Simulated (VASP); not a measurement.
# BeTe (F-43m) in VASP: further runs, part 2 of 2

VASP 6.6.1.

## Step 4: Single point, PBE+D3(BJ)

Contents of INCAR:

```
  PREC = Accurate
  ENCUT = 600
  EDIFF = 1E-6
  ISMEAR = 0
  SIGMA = 0.02
  LREAL = False
  LASPH = True
  NELM = 120
  ALGO = Normal
  ISIF = 2
  LWAVE = False
  LCHARG = True
  GGA = PE
  IVDW = 12
  LELF = True
  LVHAR = True
  NBANDS = 11
  GGA_COMPAT = False
```

Contents of KPOINTS:

```
Automatic mesh
0
Gamma
  8 8 8
```

Contents of POSCAR:

```
BeTe
1.0
    0.0000000000      2.7906023567      2.7906023567
    2.7906023567      0.0000000000      2.7906023567
    2.7906023567      2.7906023567      0.0000000000
Be Te
1 1
Direct
    0.0000000000      0.0000000000      0.0000000000
    0.2500000000      0.2500000000      0.2500000000
```

Potentials or basis: VASP PAW PBE potentials, release 64 (Be, Te).

Run with:

```
> cat potpaw_PBE.64/Be/POTCAR potpaw_PBE.64/Te/POTCAR > POTCAR
> mpirun -np 1 vasp_std > vasp.out
```

OUTCAR:

```text
PREC = Accurate
   ENCUT = 600
   EDIFF = 1E-6
   ISMEAR = 0
   LREAL = False
   LASPH = True
   NELM = 120
   ISIF = 2
   GGA = PE
   IVDW = 12
 IVDW          = 12

 ion  position               nearest neighbor table
   1  0.000  0.000  0.000-   2 2.42   2 2.42   2 2.42   2 2.42
   2  0.250  0.250  0.250-   1 2.42   1 2.42   1 2.42   1 2.42

  LATTYP: Found a face centered cubic cell.
 ALAT       =     5.5812047134

  Lattice vectors:

 A1 = (   0.0000000000,   2.7906023567,   2.7906023567)
 A2 = (   2.7906023567,   0.0000000000,   2.7906023567)
 A3 = (   2.7906023567,   2.7906023567,   0.0000000000)

Analysis of symmetry for initial positions (statically):
=====================================================================
 Subroutine PRICEL returns:
 Original cell was already a primitive cell.

 Routine SETGRP: Setting up the symmetry group for a
 face centered cubic supercell.

 Subroutine GETGRP returns: Found 24 space group operations
 (whereof 24 operations were pure point group operations)
 out of a pool of 48 trial point group operations.

The static configuration has the point symmetry T_d .

Analysis of symmetry for dynamics (positions and initial velocities):
=====================================================================
 Subroutine PRICEL returns:
 Original cell was already a primitive cell.

 Routine SETGRP: Setting up the symmetry group for a
 face centered cubic supercell.

 Subroutine GETGRP returns: Found 24 space group operations
 (whereof 24 operations were pure point group operations)
 out of a pool of 48 trial point group operations.

The dynamic configuration has the point symmetry T_d .

 Subroutine INISYM returns: Found 24 space group operations
 (whereof 24 operations are pure point group operations),
 and found     1 'primitive' translations

----------------------------------------------------------------------------------------

                                     Primitive cell

  volume of cell :      43.4634

  direct lattice vectors                    reciprocal lattice vectors
     0.000000000  2.790602357  2.790602357    -0.179172786  0.179172786  0.179172786
     2.790602357  0.000000000  2.790602357     0.179172786 -0.179172786  0.179172786
     2.790602357  2.790602357  0.000000000     0.179172786  0.179172786 -0.179172786

  length of vectors
     3.946507700  3.946507700  3.946507700     0.310336369  0.310336369  0.310336369

  position of ions in fractional coordinates (direct lattice)
     0.000000000  0.000000000  0.000000000
     0.250000000  0.250000000  0.250000000

  ion indices of the primitive-cell ions
   primitive index   ion index
                 1           1
                 2           2

----------------------------------------------------------------------------------------

 KPOINTS: Automatic mesh

Automatic generation of k-mesh.
 Grid dimensions read from file:
 generate k-points for:    8    8    8

 Generating k-lattice:

  Cartesian coordinates                     Fractional coordinates (reciprocal lattice)
    -0.022396598  0.022396598  0.022396598     0.125000000  0.000000000  0.000000000
     0.022396598 -0.022396598  0.022396598     0.000000000  0.125000000  0.000000000
     0.022396598  0.022396598 -0.022396598     0.000000000  0.000000000  0.125000000

  Length of vectors
     0.038792046  0.038792046  0.038792046

  Shift w.r.t. Gamma in fractional coordinates (k-lattice)
     0.000000000  0.000000000  0.000000000

 Subroutine IBZKPT returns following result:
 ===========================================

 Found     29 irreducible k-points:

 Following reciprocal coordinates:
            Coordinates               Weight
  0.000000  0.000000  0.000000      1.000000
  0.125000  0.000000  0.000000      8.000000
  0.250000  0.000000  0.000000      8.000000
  0.375000  0.000000  0.000000      8.000000
  0.500000  0.000000  0.000000      4.000000
  0.125000  0.125000  0.000000      6.000000
[... 16 lines left out ...]
  0.500000  0.250000  0.125000     48.000000
 -0.375000  0.250000  0.125000     24.000000
 [... further k-points ...]
   k-points           NKPTS =     29   k-points in BZ     NKDIM =     29   number of bands    NBANDS=     11
   number of dos      NEDOS =    301   number of ions     NIONS =      2
   total plane-waves  NPLWV =  32768
   dimension x,y,z NGX =    32 NGY =   32 NGZ =   32
   dimension x,y,z NGXF=    64 NGYF=   64 NGZF=   64
   ions per type =               1   1
   NGX,Y,Z   is equivalent  to a cutoff of  13.48, 13.48, 13.48 a.u.
   NGXF,Y,Z  is equivalent  to a cutoff of  26.96, 26.96, 26.96 a.u.
 SYSTEM =  unknown system
   PREC   = accura    normal or accurate (medium, high low for compatibility)
   ISTART =      0    job   : 0-new  1-cont  2-samecut
   ICHARG =      2    charge: 1-file 2-atom 10-const
   ISPIN  =      1    spin polarized calculation?
   LNONCOLLINEAR =      F non collinear calculations
   LSORBIT =      F    spin-orbit coupling
   LASPH  =      T    aspherical Exc in radial PAW
   ENCUT  =  600.0 eV  44.10 Ry    6.64 a.u.   7.88  7.88  7.88*2*pi/ulx,y,z
   NELM   =    120;   NELMIN=  2; NELMDL= -5     # of ELM steps
   EDIFF  = 0.1E-05   stopping-criterion for ELM
   LREAL  =      F    real-space projection
   EDIFFG = 0.1E-04   stopping-criterion for IOM
   NSW    =      0    number of steps for IOM
   IBRION =     -1    ionic relax: 0-MD 1-quasi-New 2-CG
   NFREE  =      0    steps in history (QN), initial steepest desc. (CG)
   ISIF   =      2    stress and relaxation
   ISYM   =      2    0-nonsym 1-usesym 2-fastsym
   POTIM  = 0.5000    time-step for ionic-motion
   TEBEG  =    0.0;   TEEND  =   0.0 temperature during run
   PSTRESS=    0.0 pullay stress
   NELECT =       8.0000    total number of electrons
   NUPDOWN=      -1.0000    fix difference up-down
   EMIN   =  10.00;   EMAX   =-10.00  energy-range for DOS
   EFERMI =   0.00;   METHOD = LEGACY
   ISMEAR =     0;   SIGMA  =   0.02  broadening in eV -4-tet -1-fermi 0-gaus
   EFERMI_NEDOS =   21; number of points for ismear=-14 and -15
   IALGO  =     38    algorithm
   IMIX   =      4    mixing-type and parameters
     AMIX     =   0.40;   BMIX     =  1.00
     AMIX_MAG =   1.60;   BMIX_MAG =  1.00
  volume/ion in A,a.u.               =      21.73       146.65
  Fermi-wavevector in a.u.,A,eV,Ry     =   0.931244  1.759796 11.799184  0.867216
  Thomas-Fermi vector in A             =   2.057717
   LORBIT       =      0    0 simple, 1 ext, 2 COOP (PROOUT), +10 PAW based schemes
   GGA     = PE    functional components
   LHFCALC =     F    Hartree Fock is set to
   AEXX    =    0.0000 exact exchange contribution
   IVDW    =    12    specifies the selected vdW correction
   LEPSILON=     F    determine dielectric tensor
   LRPA    =     F    only Hartree local field effects (RPA)
 non-spin polarized calculation
 Gauss-broadening in eV      SIGMA  =   0.02
  energy-cutoff  :      600.00
  volume of cell :       43.46
 maximum number of plane-waves:      1475
   NGX = 15   NGY = 15   NGZ = 15

 number of electron       8.0000000 magnetization

 Free energy of the ion-electron system (eV)
  ---------------------------------------------------
  ext. energy  EPLUGINS =         0.00000000
  ---------------------------------------------------
  free energy    TOTEN  =        -7.60662496 eV

  energy without entropy =       -7.60662496  energy(sigma->0) =       -7.60662496

 E-fermi :   5.5008     XC(G=0):  -9.1665

 val. band max:        5.4051247612   @ k =   0.0000   0.0000   0.0000
 cond. band min:       7.3104792167   @ k =   0.5000   0.5000   0.0000
 fundamental gap:      1.9053544555
 Fermi energy:         5.5007792783

 k-point     1 :       0.0000    0.0000    0.0000
  band No.  band energies     occupation
      1      -7.0749      2.00000
      2       5.4051      2.00000
      3       5.4051      2.00000
      4       5.4051      2.00000
      5       8.9908      0.00000
      6       8.9908      0.00000
      7       8.9908      0.00000
      8       9.4279      0.00000
      9      13.7611      0.00000
     10      15.7063      0.00000
     11      15.7063      0.00000
[... 309 lines left out ...]
 k-point    24 :      -0.3750    0.2500    0.1250
  band No.  band energies     occupation
      1      -5.4072      2.00000
      2       0.1242      2.00000
      3       2.4102      2.00000
      4       3.4191      2.00000
      5       9.6001      0.00000
      6       9.8242      0.00000
      7      12.1576      0.00000
      8      13.2470      0.00000
      9      13.9605      0.00000
     10      17.0545      0.00000
     11      17.4161      0.00000

 [... further k-points ...]

------------------------ aborting loop because EDIFF is reached ----------------------------------------

 Edisp (eV)   -0.69671

 E8    (eV) :    -0.2968

  FORCE on cell =-STRESS in cart. coord.  units (eV):
  Direction    XX          YY          ZZ          XY          YZ          ZX
  --------------------------------------------------------------------------------------
  -------------------------------------------------------------------------------------
  Total       0.04274     0.04274     0.04274     0.00000     0.00000     0.00000
  in kB       1.57566     1.57566     1.57566     0.00000     0.00000     0.00000
  external pressure =        1.58 kB  Pullay stress =        0.00 kB

 VOLUME and BASIS-vectors are now :
 -----------------------------------------------------------------------------
  energy-cutoff  :      600.00
  volume of cell :       43.46
      direct lattice vectors                 reciprocal lattice vectors
     0.000000000  2.790602357  2.790602357    -0.179172786  0.179172786  0.179172786
     2.790602357  0.000000000  2.790602357     0.179172786 -0.179172786  0.179172786
     2.790602357  2.790602357  0.000000000     0.179172786  0.179172786 -0.179172786

 POSITION                                       TOTAL-FORCE (eV/Angst)
 -----------------------------------------------------------------------------------
      0.00000      0.00000      0.00000         0.000000     -0.000000     -0.000000
      1.39530      1.39530      1.39530        -0.000000      0.000000      0.000000
 -----------------------------------------------------------------------------------
    total drift:                                0.000000      0.000000      0.000000

  FREE ENERGIE OF THE ION-ELECTRON SYSTEM (eV)
  ---------------------------------------------------
  free  energy   TOTEN  =        -8.3033340807 eV

  energy  without entropy=       -8.3033340807  energy(sigma->0) =       -8.30333408
```

It took 12 s on 1 thread of AMD EPYC 7R13 (Zen 3), shared host; peak memory 0.16 GiB.

What came out:

| Property | Result |
| --- | --- |
| Free energy | -8.3033 eV |
| Pressure | 0.2 GPa |
| Band gap on the k mesh | 1.91 eV, indirect (least direct gap 3.59 eV) |
| Dispersion energy per atom | -0.348 eV |

Levels at points of the mesh, in eV from the valence-band top:
| k point | band 1 | band 2 | band 3 | band 4 | band 5 | band 6 | band 7 | band 8 | band 9 |
| --- | --- | --- | --- | --- | --- | --- | --- | --- | --- |
| (0.00, 0.00, 0.00) | -12.48 | 0.00 | 0.00 | 0.00 | 3.59 | 3.59 | 3.59 | 4.02 | 8.36 |
| (0.50, 0.00, 0.00) | -11.07 | -5.72 | -1.18 | -1.18 | 3.15 | 4.58 | 4.58 | 7.81 | 11.06 |
| (0.50, 0.50, 0.00) | -10.55 | -5.26 | -2.75 | -2.75 | 1.91 | 2.63 | 9.88 | 9.88 | 11.71 |

Caveat: spin-orbit coupling is left out, which moves the levels of the heavy elements.

## Step 5: Summary

```tsv
task	cell	cutoff (eV)	gap on the mesh (eV)	pressure (GPa)
single point	a = 3.947 Å, angles 60.0°, 2 atoms	520	1.91	0.2
relaxation of cell and atoms	relaxed from a = 4.005 Å, angles 60.0°, 2 atoms	600	1.91	0.0
single point	a = 3.947 Å, angles 60.0°, 2 atoms	600	1.91	0.2
```

Alike in all rows: level PBE+D3(BJ); potentials or basis VASP PAW PBE potentials, release 64 (Be, Te); no spin polarisation; k mesh 8 × 8 × 8; smearing gaussian 0.02 eV.

Caveats: spin-orbit coupling is left out, which moves the levels of the heavy elements.

Total energies depend on the potentials used, so only differences within one code and one set of settings carry meaning.
